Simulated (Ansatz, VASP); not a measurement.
# Al in VASP and in Ansatz

```
Al
1.0
     2.81246    0.00000    0.00000
    -1.40623    2.43566    0.00000
     0.00000    0.00000    4.98852
Al
2
Direct
  0.66667 0.33333 0.75000
  0.33333 0.66667 0.25000
```

Change from the starting cell: strain +0.000 along x and y, +0.025 along z, atoms carried along.

Alike in both runs: task single point; functional PBEsol; dispersion D3(BJ); k mesh 18 × 18 × 10; occupations gaussian, width 0.15 eV; no spin polarisation.

|  | VASP | Ansatz |
| --- | --- | --- |
| version | VASP 6.6.1 | Ansatz 0.2.0 |
| potentials or method | VASP PAW PBE potentials, release 64 (Al), cutoff 520 eV | scalar-relativistic, plane waves, PAW |
| valence electrons in the cell | 6 | 6 |

Ansatz gave:

| Property | Result |
| --- | --- |
| gap on the k mesh at the Fermi level (eV) | none |
| pressure (GPa) | -5.7 |
| traceless stress, the component that is largest in VASP (GPa) | -2.46 |

Problem. Estimate VASP's values.

Solution. gap on the k mesh at the Fermi level (eV): none; pressure (GPa): -5.7; traceless stress, the component that is largest in VASP (GPa): -2.48.

VASP's potentials were made for PBE, not for PBEsol. A gap of «none» marks a metal or a gap that the smearing closes.
